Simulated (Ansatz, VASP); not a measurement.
Sn in VASP and in Ansatz

```
Sn
1.0
     0.00000    3.23334    3.23334
     3.23334    0.00000    3.23334
     3.23334    3.23334    0.00000
Sn
2
Direct
  0.00000 0.00000 0.00000
  0.25000 0.25000 0.25000
```

Alike in both runs: task single point; functional PBE; k mesh 6 × 6 × 6; occupations methfessel-paxton of order 1, width 0.1 eV; no spin polarisation.

|  | VASP | Ansatz |
| --- | --- | --- |
| version | VASP 6.6.1 | Ansatz 0.2.0 |
| potentials or method | VASP PAW PBE potentials, release 64 (Sn_d), cutoff 500 eV | plane waves, PAW |
| valence electrons in the cell | 28 | 28 |

```csv
,VASP,Ansatz,Ansatz less VASP
pressure (GPa),3.8,3.9,+0.06
```
